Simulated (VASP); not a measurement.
# Ag (Fm-3m) in VASP: further runs

Runs on Ag. Level: LDA. Tasks: relaxation of cell and atoms, single point.

Program: VASP 6.6.1. These are calculated values, not measurements. Logs are shortened: lines on timing, memory, paths and dates and some standing lists are left out, and cuts for length are marked.

## Step 1: The cell of the first run

The structure is cubic, space group Fm-3m (No. 225). Conventional cell: a = 4.135 Å, b = 4.135 Å, c = 4.135 Å, α = 90.00°, β = 90.00°, γ = 90.00°. Ag (site symmetry m-3m) has 12 Ag at 2.92 Å within 3.9 Å.

## Step 2: Relaxation of cell and atoms, LDA

INCAR

```
ALGO = Normal
EDIFF = 1E-7
EDIFFG = -0.05
ENCUT = 600
IBRION = 2
ISIF = 3
ISMEAR = 0
LASPH = T
LCHARG = F
LREAL = F
LWAVE = F
NELM = 100
NSW = 100
PREC = Accurate
SIGMA = 0.1
```

KPOINTS

```
k-points
0
Gamma
  8 8 8
```

POSCAR

```
Ag
1.0
    0.0000000000      2.0675000000      2.0675000000
    2.0675000000      0.0000000000      2.0675000000
    2.0675000000      2.0675000000      0.0000000000
Ag
1
Direct
    0.0000000000      0.0000000000      0.0000000000
```

Potentials or basis: VASP PAW LDA potentials, release 64 (Ag).

Command:

```
cat potpaw_LDA.64/Ag/POTCAR > POTCAR
mpirun -np 1 vasp_std > vasp.out
```

OUTCAR:

```text
EDIFF = 1E-7
   EDIFFG = -0.05
   ENCUT = 600
   IBRION = 2
   ISIF = 3
   ISMEAR = 0
   LASPH = T
   LREAL = F
   NELM = 100
   NSW = 100
   PREC = Accurate

 ion  position               nearest neighbor table
   1  0.000  0.000  0.000-

  LATTYP: Found a face centered cubic cell.
 ALAT       =     4.1350000000

  Lattice vectors:

 A1 = (   0.0000000000,   2.0675000000,   2.0675000000)
 A2 = (   2.0675000000,   0.0000000000,   2.0675000000)
 A3 = (   2.0675000000,   2.0675000000,   0.0000000000)

Analysis of symmetry for initial positions (statically):
=====================================================================
 Subroutine PRICEL returns:
 Original cell was already a primitive cell.

 Routine SETGRP: Setting up the symmetry group for a
 face centered cubic supercell.

 Subroutine GETGRP returns: Found 48 space group operations
 (whereof 48 operations were pure point group operations)
 out of a pool of 48 trial point group operations.

The static configuration has the point symmetry O_h .

Analysis of symmetry for dynamics (positions and initial velocities):
=====================================================================
 Subroutine PRICEL returns:
 Original cell was already a primitive cell.

 Routine SETGRP: Setting up the symmetry group for a
 face centered cubic supercell.

 Subroutine GETGRP returns: Found 48 space group operations
 (whereof 48 operations were pure point group operations)
 out of a pool of 48 trial point group operations.

The dynamic configuration has the point symmetry O_h .

 Subroutine INISYM returns: Found 48 space group operations
 (whereof 48 operations are pure point group operations),
 and found     1 'primitive' translations

----------------------------------------------------------------------------------------

                                     Primitive cell

  volume of cell :      17.6753

  direct lattice vectors                    reciprocal lattice vectors
     0.000000000  2.067500000  2.067500000    -0.241837969  0.241837969  0.241837969
     2.067500000  0.000000000  2.067500000     0.241837969 -0.241837969  0.241837969
     2.067500000  2.067500000  0.000000000     0.241837969  0.241837969 -0.241837969

  length of vectors
     2.923886540  2.923886540  2.923886540     0.418875649  0.418875649  0.418875649
[... 87 lines left out ...]
   POTIM  = 0.5000    time-step for ionic-motion
   TEBEG  =    0.0;   TEEND  =   0.0 temperature during run
   PSTRESS=    0.0 pullay stress
   NELECT =      11.0000    total number of electrons
   NUPDOWN=      -1.0000    fix difference up-down
   EMIN   =  10.00;   EMAX   =-10.00  energy-range for DOS
   EFERMI =   0.00;   METHOD = LEGACY
   ISMEAR =     0;   SIGMA  =   0.10  broadening in eV -4-tet -1-fermi 0-gaus
   EFERMI_NEDOS =   21; number of points for ismear=-14 and -15
   IALGO  =     38    algorithm
   IMIX   =      4    mixing-type and parameters
     AMIX     =   0.40;   BMIX     =  1.00
     AMIX_MAG =   1.60;   BMIX_MAG =  1.00
  volume/ion in A,a.u.               =      17.68       119.28
  Fermi-wavevector in a.u.,A,eV,Ry     =   1.397709  2.641288 26.580226  1.953591
  Thomas-Fermi vector in A             =   2.520939
   LORBIT       =      0    0 simple, 1 ext, 2 COOP (PROOUT), +10 PAW based schemes
   GGA     = CA    functional components
   LHFCALC =     F    Hartree Fock is set to
   AEXX    =    0.0000 exact exchange contribution
   IVDW    =     0    specifies the selected vdW correction
   LEPSILON=     F    determine dielectric tensor
   LRPA    =     F    only Hartree local field effects (RPA)
 conjugate gradient relaxation of ions
 non-spin polarized calculation
 Gauss-broadening in eV      SIGMA  =   0.10
  energy-cutoff  :      600.00
  volume of cell :       17.68
 maximum number of plane-waves:       609
   NGX = 11   NGY = 11   NGZ = 11

--------------------------------------- Ionic step        1  -------------------------------------------

 number of electron      10.9999999 magnetization

 Free energy of the ion-electron system (eV)
  ---------------------------------------------------
  ext. energy  EPLUGINS =         0.00000000
  ---------------------------------------------------
  free energy    TOTEN  =        -3.69664774 eV

  energy without entropy =       -3.69355666  energy(sigma->0) =       -3.69510220

------------------------ aborting loop because EDIFF is reached ----------------------------------------

  FORCE on cell =-STRESS in cart. coord.  units (eV):
  Direction    XX          YY          ZZ          XY          YZ          ZX
  --------------------------------------------------------------------------------------
  -------------------------------------------------------------------------------------
  Total       -1.0737046     -1.0737046     -1.0737046      0.0000000      0.0000000      0.0000000
  in kB      -97.3259929    -97.3259929    -97.3259929      0.0000000      0.0000000      0.0000000
  external PRESSURE =     -97.3259929 kB  Pullay stress =       0.0000000 kB
[... 57 lines left out ...]
--------------------------------------- Ionic step        3  -------------------------------------------

 number of electron      11.0000002 magnetization

 Free energy of the ion-electron system (eV)
  ---------------------------------------------------
  ext. energy  EPLUGINS =         0.00000000
  ---------------------------------------------------
  free energy    TOTEN  =        -3.74898287 eV

  energy without entropy =       -3.74594932  energy(sigma->0) =       -3.74746609

 E-fermi :   8.7921     XC(G=0): -12.9098

 val. band max:        8.7175206676   @ k =   0.5000   0.2500   0.1250
 cond. band min:       9.1888589826   @ k =   0.5000   0.3750   0.1250
 fundamental gap:      0.4713383150
 Fermi energy:         8.7920832985

 k-point     1 :       0.0000    0.0000    0.0000
  band No.  band energies     occupation
      1       0.7046      2.00000
      2       3.9742      2.00000
      3       3.9742      2.00000
      4       3.9742      2.00000
      5       5.1375      2.00000
      6       5.1375      2.00000
      7      25.0717      0.00000
      8      28.9082      0.00000
      9      28.9082      0.00000
[... 265 lines left out ...]
 k-point    24 :      -0.3750    0.2500    0.1250
  band No.  band energies     occupation
      1       2.9221      2.00000
      2       3.4660      2.00000
      3       4.4256      2.00000
      4       4.6423      2.00000
      5       5.9361      2.00000
      6      11.2941      0.00000
      7      13.1387      0.00000
      8      21.7737      0.00000
      9      21.9160      0.00000

 [... further k-points ...]
[... 5 lines left out ...]
  --------------------------------------------------------------------------------------
  -------------------------------------------------------------------------------------
  Total       -0.0112360     -0.0112360     -0.0112360      0.0000000      0.0000000      0.0000000
  in kB       -1.1157423     -1.1157423     -1.1157423      0.0000000      0.0000000      0.0000000
  external PRESSURE =      -1.1157423 kB  Pullay stress =       0.0000000 kB
[... 16 lines left out ...]
  FREE ENERGIE OF THE ION-ELECTRON SYSTEM (eV)
  ---------------------------------------------------
  free  energy   TOTEN  =        -3.7489828721 eV

  energy  without entropy=       -3.7459493171  energy(sigma->0) =       -3.74746609

 reached required accuracy - stopping structural energy minimisation
```

OSZICAR:

```text
N       E                     dE             d eps       ncg     rms          rms(c)
DAV:   1     0.496159377610E+02    0.49616E+02   -0.63464E+03   538   0.125E+03
DAV:   2    -0.354852215817E+01   -0.53164E+02   -0.50737E+02   535   0.222E+02
DAV:   3    -0.399245137145E+01   -0.44393E+00   -0.44387E+00   607   0.251E+01
[... 22 lines left out ...]
DAV:   3    -0.375369680384E+01    0.21831E-01   -0.61327E-02   534   0.258E+00    0.146E+00
DAV:   4    -0.374900714646E+01    0.46897E-02   -0.50737E-03   559   0.728E-01    0.155E-01
DAV:   5    -0.374897416937E+01    0.32977E-04   -0.37538E-04   587   0.164E-01    0.237E-02
DAV:   6    -0.374898291029E+01   -0.87409E-05   -0.67384E-06   558   0.297E-02    0.162E-03
DAV:   7    -0.374898287206E+01    0.38234E-07   -0.11679E-07   418   0.355E-03
   3 F= -.37489829E+01 E0= -.37474661E+01  d E =-.523351E-01
```

Run time: 7.7 s. Hardware: 1 thread of Intel Xeon Platinum 8259CL at 2.50GHz (Skylake/Cascade Lake), shared host; peak memory 0.14 GiB.

Results:

- Free energy: -3.7490 eV
- Relaxed volume: 16.13 Å³/atom
- Relaxed cell: a = 2.836 Å, b = 2.836 Å, c = 2.836 Å, α = 60.00°, β = 60.00°, γ = 60.00°
- Space group after relaxing (to 0.1 Å): Fm-3m (No. 225)
- Energy gained by relaxing: 52.3 meV/atom
- Ionic steps: 3
- Pressure after relaxing: -0.1 GPa
- Band gap on the k mesh: zero (an odd number of electrons rules out a gap without spin polarisation)

The path:
```
step  energy change (eV)  largest force (eV/Å)  pressure (GPa)  volume (Å³)
   1              0.0000                0.0000           -9.73        17.68
   2             -0.0181                0.0000           11.20        15.07
   3             -0.0523                0.0000           -0.11        16.13
```

Final structure:
```yaml
crystal:
  lattice:
    - [0.00000, 2.00559, 2.00559]
    - [2.00559, 0.00000, 2.00559]
    - [2.00559, 2.00559, 0.00000]
  atoms:
    - { symbol: Ag, position: [0.00000, 0.00000, 0.00000] }
```

LDA usually gives volumes a few per cent too small. Zero-point motion and thermal expansion aren't in these numbers.

## Step 3: Single point, LDA

This run uses another cell than the first one, of 16.02 Å³/atom.

INCAR

```
ALGO = Normal
EDIFF = 1E-6
ENCUT = 520
ISIF = 2
ISMEAR = 0
LASPH = T
LCHARG = F
LREAL = F
LWAVE = F
NBANDS = 12
NELM = 80
PREC = Accurate
SIGMA = 0.1
```

KPOINTS

```
k-points
0
Gamma
  26 26 26
```

POSCAR

```
Ag
1.0
    0.0000000000      2.0007354655      2.0007354655
    2.0007354655      0.0000000000      2.0007354655
    2.0007354655      2.0007354655      0.0000000000
Ag
1
Direct
    0.0000000000      0.0000000000      0.0000000000
```

Potentials or basis: VASP PAW LDA potentials, release 64 (Ag).

Command:

```
cat potpaw_LDA.64/Ag/POTCAR > POTCAR
mpirun -np 1 vasp_std > vasp.out
```

Run time: 52 s. Hardware: 1 thread of Intel Xeon Platinum 8259CL at 2.50GHz (Skylake/Cascade Lake), shared host; peak memory 0.21 GiB.

The run converged. Its results:

```
Free energy            : -3.7842 eV
Pressure               : 0.1 GPa
Band gap on the k mesh : zero (an odd number of electrons rules out a gap without spin polarisation)
```

Levels at points of the mesh, in eV from the Fermi level:
```tsv
k point	band 2	band 3	band 4	band 5	band 6	band 7	band 8	band 9	band 10	band 11
(0.00, 0.00, 0.00)	-5.07	-5.07	-5.07	-3.89	-3.89	16.08	19.96	19.96	19.96	25.14
(0.50, 0.00, 0.00)	-5.09	-5.09	-2.99	-2.99	-0.66	3.88	15.35	18.31	18.31	23.73
(0.50, 0.50, 0.00)	-6.75	-3.02	-2.76	-2.76	1.43	7.17	10.82	10.82	17.96	18.05
```

## Step 4: Single point, LDA

This run uses another cell than the first one, of 16.02 Å³/atom.

INCAR

```
SYSTEM = Ag
  PREC = Accurate
  ENCUT = 520
  EDIFF = 1E-6
  ISMEAR = -1
  SIGMA = 0.15
  LREAL = .False.
  LASPH = .True.
  NELM = 100
  ALGO = Normal
  ISIF = 2
  LWAVE = .False.
  LCHARG = .True.
  GGA = CA
  LELF = .True.
  LVHAR = .True.
  NBANDS = 12
```

KPOINTS

```
Automatic mesh
0
Gamma
  26 26 26
  0 0 0
```

POSCAR

```
Ag
1.0
    0.0000000000      2.0009665197      2.0009665197
    2.0009665197      0.0000000000      2.0009665197
    2.0009665197      2.0009665197      0.0000000000
Ag
1
Direct
    0.0000000000      0.0000000000      0.0000000000
```

Command:

```
cat potpaw_LDA.64/Ag/POTCAR > POTCAR
mpirun -np 1 vasp_std > vasp.out
```

Wall time 52 s (1 thread of Intel Xeon Platinum 8259CL at 2.50GHz (Skylake/Cascade Lake), shared host); peak memory 0.21 GiB.

The run converged. Its results:

```yaml
Free_energy: -3.7920 eV
Pressure: 0.1 GPa
Band_gap_on_the_k_mesh: zero (an odd number of electrons rules out a gap without spin polarisation)
```

Levels at points of the mesh, in eV from the Fermi level:
```tsv
k point	band 2	band 3	band 4	band 5	band 6	band 7	band 8	band 9	band 10	band 11
(0.00, 0.00, 0.00)	-5.05	-5.05	-5.05	-3.88	-3.88	16.09	19.97	19.97	19.97	25.15
(0.50, 0.00, 0.00)	-5.08	-5.08	-2.98	-2.98	-0.65	3.89	15.36	18.32	18.32	23.74
(0.50, 0.50, 0.00)	-6.73	-3.01	-2.75	-2.75	1.44	7.18	10.83	10.83	17.97	18.06
```

## Step 5: Overview

| task | cell | k mesh | cutoff (eV) | smearing | gap on the mesh (eV) | pressure (GPa) |
| --- | --- | --- | --- | --- | --- | --- |
| relaxation of cell and atoms | relaxed from a = 2.924 Å, angles 60.0°, 1 atom | 8 × 8 × 8 | 600 | gaussian 0.1 eV | none | -0.1 |
| single point | a = 2.829 Å, angles 60.0°, 1 atom | 26 × 26 × 26 | 520 | gaussian 0.1 eV | none | 0.1 |
| single point | a = 2.830 Å, angles 60.0°, 1 atom | 26 × 26 × 26 | 520 | fermi-dirac 0.15 eV | none | 0.1 |

Alike in all rows: level LDA; potentials or basis VASP PAW LDA potentials, release 64 (Ag); no spin polarisation.

Total energies depend on the potentials used, so only differences within one code and one set of settings carry meaning.

The gap in the log of VASP goes by the Fermi energy; the results here count the filled bands.